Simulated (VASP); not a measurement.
# Ag (I4/mmm) in VASP: a series of runs, part 2 of 2

VASP 6.6.1. The steps go on from the part before.

**3. Single point, PBEsol (strain -0.0750 x Voigt [0, 0, 1, 0, 0, 0])**

File INCAR:

```
SYSTEM = Ag
PREC = Accurate
ENCUT = 520
EDIFF = 1E-6
ISMEAR = 0
SIGMA = 0.15
LREAL = .False.
LASPH = .True.
NELM = 100
ALGO = Normal
ISIF = 2
LWAVE = .False.
LCHARG = .False.
GGA = PS
NBANDS = 12
```

File KPOINTS:

```
regular mesh
0
Gamma
  20 20 20
  0 0 0
```

File POSCAR:

```
Ag
1.0
    0.0000000000      2.0431000000      1.8898675000
    2.0431000000      0.0000000000      1.8898675000
    2.0431000000      2.0431000000      0.0000000000
Ag
1
Direct
    0.0000000000      0.0000000000      0.0000000000
```

Potentials or basis: VASP PAW PBE potentials, release 64 (Ag).

The run is started by

```console
$ cat potpaw_PBE.64/Ag/POTCAR > POTCAR
$ mpirun -np 1 vasp_std > vasp.out
```

OUTCAR:

```text
SYSTEM = Ag
   PREC = Accurate
   ENCUT = 520
   EDIFF = 1E-6
   ISMEAR = 0
   LREAL = .False.
   LASPH = .True.
   NELM = 100
   ISIF = 2
   GGA = PS

 ion  position               nearest neighbor table
   1  0.000  0.000  0.000-

  LATTYP: Found a body centered tetragonal cell.
 ALAT       =     2.8893797293
 C/A-ratio  =     1.3081475452

  Lattice vectors:

 A1 = (   0.0000000000,  -2.0431000000,  -1.8898675000)
 A2 = (   0.0000000000,   2.0431000000,  -1.8898675000)
 A3 = (   2.0431000000,   0.0000000000,   1.8898675000)

Analysis of symmetry for initial positions (statically):
=====================================================================
 Subroutine PRICEL returns:
 Original cell was already a primitive cell.

 Routine SETGRP: Setting up the symmetry group for a
 body centered tetragonal supercell.

 Subroutine GETGRP returns: Found 16 space group operations
 (whereof 16 operations were pure point group operations)
 out of a pool of 16 trial point group operations.

The static configuration has the point symmetry D_4h.

Analysis of symmetry for dynamics (positions and initial velocities):
=====================================================================
 Subroutine PRICEL returns:
 Original cell was already a primitive cell.

 Routine SETGRP: Setting up the symmetry group for a
 body centered tetragonal supercell.

 Subroutine GETGRP returns: Found 16 space group operations
 (whereof 16 operations were pure point group operations)
 out of a pool of 16 trial point group operations.

The dynamic configuration has the point symmetry D_4h.

 Subroutine INISYM returns: Found 16 space group operations
 (whereof 16 operations are pure point group operations),
 and found     1 'primitive' translations

----------------------------------------------------------------------------------------

                                     Primitive cell

  volume of cell :      15.7776

  direct lattice vectors                    reciprocal lattice vectors
     0.000000000  2.043100000  1.889867500    -0.244726151  0.244726151  0.264568812
     2.043100000  0.000000000  1.889867500     0.244726151 -0.244726151  0.264568812
     2.043100000  2.043100000  0.000000000     0.244726151  0.244726151 -0.264568812

  length of vectors
     2.783137937  2.783137937  2.889379729     0.435635668  0.435635668  0.435635668

  position of ions in fractional coordinates (direct lattice)
     0.000000000  0.000000000  0.000000000

  ion indices of the primitive-cell ions
   primitive index   ion index
                 1           1

----------------------------------------------------------------------------------------

 KPOINTS: regular mesh

Automatic generation of k-mesh.
 Grid dimensions read from file:
 generate k-points for:   20   20   20

 Generating k-lattice:

  Cartesian coordinates                     Fractional coordinates (reciprocal lattice)
    -0.012236308  0.012236308  0.013228441     0.050000000  0.000000000  0.000000000
     0.012236308 -0.012236308  0.013228441     0.000000000  0.050000000  0.000000000
     0.012236308  0.012236308 -0.013228441    -0.000000000 -0.000000000  0.050000000

  Length of vectors
     0.021781783  0.021781783  0.021781783

  Shift w.r.t. Gamma in fractional coordinates (k-lattice)
     0.000000000  0.000000000  0.000000000

 Subroutine IBZKPT returns following result:
 ===========================================

 Found    641 irreducible k-points:

 Following reciprocal coordinates:
            Coordinates               Weight
  0.000000  0.000000  0.000000      1.000000
  0.050000  0.000000  0.000000      8.000000
  0.100000  0.000000  0.000000      8.000000
  0.150000  0.000000  0.000000      8.000000
  0.200000  0.000000  0.000000      8.000000
  0.250000  0.000000  0.000000      8.000000
[... 16 lines left out ...]
 -0.400000  0.050000  0.000000      8.000000
 -0.350000  0.050000  0.000000      8.000000
 [... further k-points ...]
   k-points           NKPTS =    641   k-points in BZ     NKDIM =    641   number of bands    NBANDS=     12
   number of dos      NEDOS =    301   number of ions     NIONS =      1
   total plane-waves  NPLWV =  13824
   dimension x,y,z NGX =    24 NGY =   24 NGZ =   24
   dimension x,y,z NGXF=    48 NGYF=   48 NGZF=   48
   ions per type =               1
   NGX,Y,Z   is equivalent  to a cutoff of  14.34, 14.34, 13.81 a.u.
   NGXF,Y,Z  is equivalent  to a cutoff of  28.67, 28.67, 27.62 a.u.
 SYSTEM =  Ag
   PREC   = accura    normal or accurate (medium, high low for compatibility)
   ISTART =      0    job   : 0-new  1-cont  2-samecut
   ICHARG =      2    charge: 1-file 2-atom 10-const
   ISPIN  =      1    spin polarized calculation?
   LNONCOLLINEAR =      F non collinear calculations
   LSORBIT =      F    spin-orbit coupling
   LASPH  =      T    aspherical Exc in radial PAW
   ENCUT  =  520.0 eV  38.22 Ry    6.18 a.u.   5.17  5.17  5.37*2*pi/ulx,y,z
   NELM   =    100;   NELMIN=  2; NELMDL= -5     # of ELM steps
   EDIFF  = 0.1E-05   stopping-criterion for ELM
   LREAL  =      F    real-space projection
   EDIFFG = 0.1E-04   stopping-criterion for IOM
   NSW    =      0    number of steps for IOM
   IBRION =     -1    ionic relax: 0-MD 1-quasi-New 2-CG
   NFREE  =      0    steps in history (QN), initial steepest desc. (CG)
   ISIF   =      2    stress and relaxation
   ISYM   =      2    0-nonsym 1-usesym 2-fastsym
   POTIM  = 0.5000    time-step for ionic-motion
   TEBEG  =    0.0;   TEEND  =   0.0 temperature during run
   PSTRESS=    0.0 pullay stress
   NELECT =      11.0000    total number of electrons
   NUPDOWN=      -1.0000    fix difference up-down
   EMIN   =  10.00;   EMAX   =-10.00  energy-range for DOS
   EFERMI =   0.00;   METHOD = LEGACY
   ISMEAR =     0;   SIGMA  =   0.15  broadening in eV -4-tet -1-fermi 0-gaus
   EFERMI_NEDOS =   21; number of points for ismear=-14 and -15
   IALGO  =     38    algorithm
   IMIX   =      4    mixing-type and parameters
     AMIX     =   0.40;   BMIX     =  1.00
     AMIX_MAG =   1.60;   BMIX_MAG =  1.00
  volume/ion in A,a.u.               =      15.78       106.47
  Fermi-wavevector in a.u.,A,eV,Ry     =   1.451640  2.743201 28.670986  2.107258
  Thomas-Fermi vector in A             =   2.569114
   LORBIT       =      0    0 simple, 1 ext, 2 COOP (PROOUT), +10 PAW based schemes
   GGA     = PS    functional components
   LHFCALC =     F    Hartree Fock is set to
   AEXX    =    0.0000 exact exchange contribution
   IVDW    =     0    specifies the selected vdW correction
   LEPSILON=     F    determine dielectric tensor
   LRPA    =     F    only Hartree local field effects (RPA)
 non-spin polarized calculation
 Gauss-broadening in eV      SIGMA  =   0.15
  energy-cutoff  :      520.00
  volume of cell :       15.78
 maximum number of plane-waves:       441
 NGX is ok and might be reduce to    24
   NGX = 11   NGY = 11   NGZ = 11

 number of electron      11.0000000 magnetization

 Free energy of the ion-electron system (eV)
  ---------------------------------------------------
  ext. energy  EPLUGINS =         0.00000000
  ---------------------------------------------------
  free energy    TOTEN  =        -3.28552283 eV

  energy without entropy =       -3.28286543  energy(sigma->0) =       -3.28419413

 E-fermi :   9.3769     XC(G=0): -12.8810

 val. band max:        9.3498860133   @ k =   0.5000   0.2000   0.1000
 cond. band min:       9.4200542836   @ k =   0.5000   0.1500   0.0500
 fundamental gap:      0.0701682703
 Fermi energy:         9.3769135315

 k-point     1 :       0.0000    0.0000    0.0000
  band No.  band energies     occupation
      1       0.9355      2.00000
      2       4.1331      2.00000
      3       4.1331      2.00000
      4       4.6481      2.00000
      5       5.1881      2.00000
      6       5.7354      2.00000
      7      25.5884      0.00000
      8      29.0838      0.00000
      9      29.0838      0.00000
     10      30.4646      0.00000
     11      34.5615      0.00000
     12      35.5693      0.00000
[... 331 lines left out ...]
 k-point    24 :      -0.3500    0.0500    0.0000
  band No.  band energies     occupation
      1       2.6070      2.00000
      2       4.1444      2.00000
      3       4.5955      2.00000
      4       5.7286      2.00000
      5       6.0407      2.00000
      6       6.8064      2.00000
      7      16.7983      0.00000
      8      25.2009      0.00000
      9      28.3658      0.00000
     10      28.5665      0.00000
     11      32.2865      0.00000
     12      33.2752      0.00000

 [... further k-points ...]

------------------------ aborting loop because EDIFF is reached ----------------------------------------

  FORCE on cell =-STRESS in cart. coord.  units (eV):
  Direction    XX          YY          ZZ          XY          YZ          ZX
  --------------------------------------------------------------------------------------
  -------------------------------------------------------------------------------------
  Total        0.6353358      0.6353358      0.9187131      0.0000000     -0.0000000     -0.0000000
  in kB       64.5168714     64.5168714     93.2931787      0.0000000     -0.0000000     -0.0000000
  external PRESSURE =      74.1089738 kB  Pullay stress =       0.0000000 kB

 VOLUME and BASIS-vectors are now :
 -----------------------------------------------------------------------------
  energy-cutoff  :      520.00
  volume of cell :       15.78
      direct lattice vectors                 reciprocal lattice vectors
     0.000000000  2.043100000  1.889867500    -0.244726151  0.244726151  0.264568812
     2.043100000  0.000000000  1.889867500     0.244726151 -0.244726151  0.264568812
     2.043100000  2.043100000  0.000000000     0.244726151  0.244726151 -0.264568812

 POSITION                                       TOTAL-FORCE (eV/Angst)
 -----------------------------------------------------------------------------------
      0.00000      0.00000      0.00000         0.000000     -0.000000      0.000000
 -----------------------------------------------------------------------------------
    total drift:                               -0.000000      0.000000      0.000000

  FREE ENERGIE OF THE ION-ELECTRON SYSTEM (eV)
  ---------------------------------------------------
  free  energy   TOTEN  =        -3.2855228311 eV

  energy  without entropy=       -3.2828654319  energy(sigma->0) =       -3.28419413
```

OSZICAR:

```text
N       E                     dE             d eps       ncg     rms          rms(c)
DAV:   1     0.519281854223E+02    0.51928E+02   -0.55456E+03 15528   0.839E+02
DAV:   2    -0.281956635582E+01   -0.54748E+02   -0.51933E+02 17904   0.198E+02
DAV:   3    -0.365823255731E+01   -0.83867E+00   -0.83803E+00 18044   0.256E+01
DAV:   4    -0.366068583061E+01   -0.24533E-02   -0.24532E-02 17704   0.145E+00
DAV:   5    -0.366070325104E+01   -0.17420E-04   -0.17420E-04 18264   0.109E-01    0.682E+00
DAV:   6    -0.330445264473E+01    0.35625E+00   -0.13368E+00 17024   0.104E+01    0.398E+00
DAV:   7    -0.329037762257E+01    0.14075E-01   -0.17350E-02 17816   0.121E+00    0.218E+00
DAV:   8    -0.328551466098E+01    0.48630E-02   -0.86535E-04 17800   0.219E-01    0.130E-01
DAV:   9    -0.328552114068E+01   -0.64797E-05   -0.93436E-06 17660   0.236E-02    0.198E-02
DAV:  10    -0.328552315454E+01   -0.20139E-05   -0.24284E-06 18072   0.118E-02    0.650E-03
DAV:  11    -0.328552283106E+01    0.32348E-06   -0.97176E-08  9104   0.265E-03
   1 F= -.32855228E+01 E0= -.32841941E+01  d E =-.265740E-02
```

It took 47 s on 1 thread of Intel Xeon Platinum 8488C (Sapphire Rapids), shared host; peak memory 0.24 GiB.

Results:

* Free energy: -3.2855 eV
* Pressure: 7.4 GPa

Caveat: the cell differs from its parent crystal (strain -0.0750 x Voigt [0, 0, 1, 0, 0, 0]); the PAW data sets were made with another functional, which shifts forces and pressure a little.

**4. Single point, PBEsol (strain -0.0500 x Voigt [0, 0, 1, 0, 0, 0])**

File INCAR:

```
ALGO = Fast
EDIFF = 1E-6
ENCUT = 520
GGA = PS
ISIF = 2
ISMEAR = 0
LASPH = T
LCHARG = T
LELF = T
LREAL = F
LVHAR = T
LWAVE = F
NBANDS = 12
NELM = 80
PREC = Accurate
SIGMA = 0.15
```

File KPOINTS:

```
k-points
0
Gamma
  20 20 20
```

File POSCAR:

```
Ag
1.0
    0.0000000000      2.0431000000      1.9409450000
    2.0431000000      0.0000000000      1.9409450000
    2.0431000000      2.0431000000      0.0000000000
Ag
1
Direct
    0.0000000000      0.0000000000      0.0000000000
```

The run is started by

```console
$ cat potpaw_PBE.64/Ag/POTCAR > POTCAR
$ mpirun -np 1 vasp_std > vasp.out
```

Wall time 62 s (1 thread of Intel Xeon Platinum 8488C (Sapphire Rapids), shared host); peak memory 0.24 GiB.

Results (log left out):

```yaml
Free_energy: -3.3044 eV
Pressure: 3.5 GPa
```

Stress tensor (GPa, compression positive):
```
2.86 0.00 0.00
0.00 2.86 0.00
0.00 0.00 4.88
```

Levels at points of the mesh, in eV from the Fermi level:
```csv
k point,band 2,band 3,band 4,band 5,band 6,band 7,band 8,band 9,band 10,band 11
"(0.00, 0.00, 0.00)",-5.07,-5.07,-4.74,-4.01,-3.65,16.13,19.69,19.69,20.52,24.91
"(0.50, 0.00, 0.00)",-5.16,-4.82,-3.03,-2.87,-0.60,3.89,15.20,17.75,19.11,23.04
"(0.50, 0.50, 0.00)",-6.61,-2.98,-2.70,-2.70,2.13,8.01,10.24,10.24,17.19,17.27
"(0.50, 0.00, 0.50)",-6.60,-2.99,-2.86,-2.61,1.19,6.69,11.13,11.26,18.10,18.25
```

Caveat: the cell differs from its parent crystal (strain -0.0500 x Voigt [0, 0, 1, 0, 0, 0]); the PAW data sets were made with another functional, which shifts forces and pressure a little.

**5. Single point, PBEsol (strain +0.1000 x Voigt [0, 0, 1, 0, 0, 0])**

File INCAR:

```
SYSTEM = Ag
  PREC = Accurate
  ENCUT = 520
  EDIFF = 1E-7
  ISMEAR = 0
  SIGMA = 0.15
  LREAL = .FALSE.
  LASPH = .TRUE.
  NELM = 100
  ALGO = Normal
  ISIF = 2
  LWAVE = .FALSE.
  LCHARG = .FALSE.
  GGA = PS
  NBANDS = 12
```

File KPOINTS:

```
Automatic mesh
0
G
  20 20 20
  0 0 0
```

File POSCAR:

```
Ag
1.0
    0.0000000000      2.0431000000      2.2474100000
    2.0431000000      0.0000000000      2.2474100000
    2.0431000000      2.0431000000      0.0000000000
Ag
1
Direct
    0.0000000000      0.0000000000      0.0000000000
```

Potentials or basis: VASP PAW PBE potentials, release 64 (Ag).

The run is started by

```console
$ cat potpaw_PBE.64/Ag/POTCAR > POTCAR
$ mpirun -np 1 vasp_std > vasp.out
```

OUTCAR:

```text
SYSTEM = Ag
   PREC = Accurate
   ENCUT = 520
   EDIFF = 1E-7
   ISMEAR = 0
   LREAL = .FALSE.
   LASPH = .TRUE.
   NELM = 100
   ISIF = 2
   GGA = PS

 ion  position               nearest neighbor table
   1  0.000  0.000  0.000-

  LATTYP: Found a body centered tetragonal cell.
 ALAT       =     2.8893797293
 C/A-ratio  =     1.5556349186

  Lattice vectors:

 A1 = (  -2.0431000000,   0.0000000000,   2.2474100000)
 A2 = (   2.0431000000,   0.0000000000,   2.2474100000)
 A3 = (   0.0000000000,   2.0431000000,  -2.2474100000)

Analysis of symmetry for initial positions (statically):
=====================================================================
 Subroutine PRICEL returns:
 Original cell was already a primitive cell.

 Routine SETGRP: Setting up the symmetry group for a
 body centered tetragonal supercell.

 Subroutine GETGRP returns: Found 16 space group operations
 (whereof 16 operations were pure point group operations)
 out of a pool of 16 trial point group operations.

The static configuration has the point symmetry D_4h.

Analysis of symmetry for dynamics (positions and initial velocities):
[... 162 lines left out ...]
 Fermi energy:         6.9835396181

 k-point     1 :       0.0000    0.0000    0.0000
  band No.  band energies     occupation
      1      -0.1754      2.00000
      2       2.1689      2.00000
      3       2.7264      2.00000
      4       2.7264      2.00000
      5       3.1037      2.00000
      6       3.6645      2.00000
      7      22.8452      0.00000
      8      25.1573      0.00000
      9      26.0347      0.00000
     10      26.0347      0.00000
     11      30.2600      0.00000
     12      30.6804      0.00000
[... 331 lines left out ...]
 k-point    24 :      -0.3500    0.0500    0.0000
  band No.  band energies     occupation
      1       1.2733      2.00000
      2       2.3413      2.00000
      3       2.8416      2.00000
      4       3.7348      2.00000
      5       3.7572      2.00000
      6       4.9350      2.00000
      7      13.1132      0.00000
      8      20.9726      0.00000
      9      24.0811      0.00000
     10      25.9977      0.00000
     11      27.9435      0.00000
     12      29.4250      0.00000

 [... further k-points ...]
[... 5 lines left out ...]
  --------------------------------------------------------------------------------------
  -------------------------------------------------------------------------------------
  Total       -1.0243666     -1.0243666     -1.4232393      0.0000000      0.0000000     -0.0000000
  in kB      -87.4730812    -87.4730812   -121.5337624      0.0000000      0.0000000     -0.0000000
  external PRESSURE =     -98.8266416 kB  Pullay stress =       0.0000000 kB

 VOLUME and BASIS-vectors are now :
 -----------------------------------------------------------------------------
  energy-cutoff  :      520.00
  volume of cell :       18.76
      direct lattice vectors                 reciprocal lattice vectors
     0.000000000  2.043100000  2.247410000    -0.244726151  0.244726151  0.222478319
     2.043100000  0.000000000  2.247410000     0.244726151 -0.244726151  0.222478319
     2.043100000  2.043100000  0.000000000     0.244726151  0.244726151 -0.222478319

 POSITION                                       TOTAL-FORCE (eV/Angst)
 -----------------------------------------------------------------------------------
      0.00000      0.00000      0.00000         0.000000     -0.000000      0.000000
 -----------------------------------------------------------------------------------
    total drift:                                0.000000      0.000000     -0.000000

  FREE ENERGIE OF THE ION-ELECTRON SYSTEM (eV)
  ---------------------------------------------------
  free  energy   TOTEN  =        -3.2243251214 eV

  energy  without entropy=       -3.2214495695  energy(sigma->0) =       -3.22288735
```

OSZICAR:

```text
N       E                     dE             d eps       ncg     rms          rms(c)
DAV:   1     0.511212154005E+02    0.51121E+02   -0.53972E+03 15560   0.814E+02
DAV:   2    -0.273731078981E+01   -0.53859E+02   -0.50886E+02 17824   0.189E+02
DAV:   3    -0.353544608020E+01   -0.79814E+00   -0.79765E+00 18168   0.246E+01
DAV:   4    -0.353785520754E+01   -0.24091E-02   -0.24090E-02 17712   0.141E+00
DAV:   5    -0.353787521429E+01   -0.20007E-04   -0.20006E-04 18224   0.117E-01    0.443E+00
DAV:   6    -0.323348752509E+01    0.30439E+00   -0.13519E+00 16620   0.101E+01    0.276E+00
DAV:   7    -0.322735638713E+01    0.61311E-02   -0.52844E-03 17712   0.737E-01    0.161E+00
DAV:   8    -0.322431419274E+01    0.30422E-02   -0.65961E-04 17768   0.188E-01    0.570E-02
DAV:   9    -0.322432306206E+01   -0.88693E-05   -0.10548E-05 17848   0.237E-02    0.149E-02
DAV:  10    -0.322432516366E+01   -0.21016E-05   -0.20778E-06 18056   0.130E-02    0.132E-03
DAV:  11    -0.322432512137E+01    0.42288E-07   -0.44468E-08 11208   0.174E-03
   1 F= -.32243251E+01 E0= -.32228873E+01  d E =-.287555E-02
```

Wall time 42 s (1 thread of Intel Xeon Platinum 8488C (Sapphire Rapids), shared host); peak memory 0.25 GiB.

Results:

```
Free energy : -3.2243 eV
Pressure    : -9.9 GPa
```

Levels at points of the mesh, in eV from the Fermi level:
```
           k point  band 3  band 4  band 5  band 6  band 7  band 8  band 9  band 10
(0.00, 0.00, 0.00)   -4.26   -4.26   -3.88   -3.32   15.86   18.17   19.05    19.05
(0.50, 0.00, 0.00)   -4.23   -3.00   -2.81   -0.19    3.11   14.09   16.74    17.98
(0.50, 0.50, 0.00)   -2.89   -2.76   -2.76    0.71    4.58   11.23   11.23    17.09
(0.50, 0.00, 0.50)   -2.97   -2.93   -2.51    2.15    6.75    9.63    9.68    15.57
```

Caveat: the cell differs from its parent crystal (strain +0.1000 x Voigt [0, 0, 1, 0, 0, 0]); the PAW data sets were made with another functional, which shifts forces and pressure a little.

**6. Overview**

| cell | gap on the mesh (eV) | pressure (GPa) |
| --- | --- | --- |
| a = 2.749, b = 2.749, c = 2.889 Å, angles 58.3, 58.3, 63.4°, 1 atom | none | 12.4 |
| a = 2.783, b = 2.783, c = 2.889 Å, angles 58.7, 58.7, 62.5°, 1 atom | none | 7.4 |
| a = 2.818, b = 2.818, c = 2.889 Å, angles 59.2, 59.2, 61.7°, 1 atom | none | 3.5 |
| a = 3.037, b = 3.037, c = 2.889 Å, angles 61.6, 61.6, 56.8°, 1 atom | none | -9.9 |

Alike in all rows: task single point; level PBEsol; potentials or basis VASP PAW PBE potentials, release 64 (Ag); no spin polarisation; k mesh 20 × 20 × 20; cutoff (eV) 520; smearing gaussian 0.15 eV.

Caveats: the PAW data sets were made with another functional, which shifts forces and pressure a little.

Absolute energies hang on the potentials; compare differences alone.
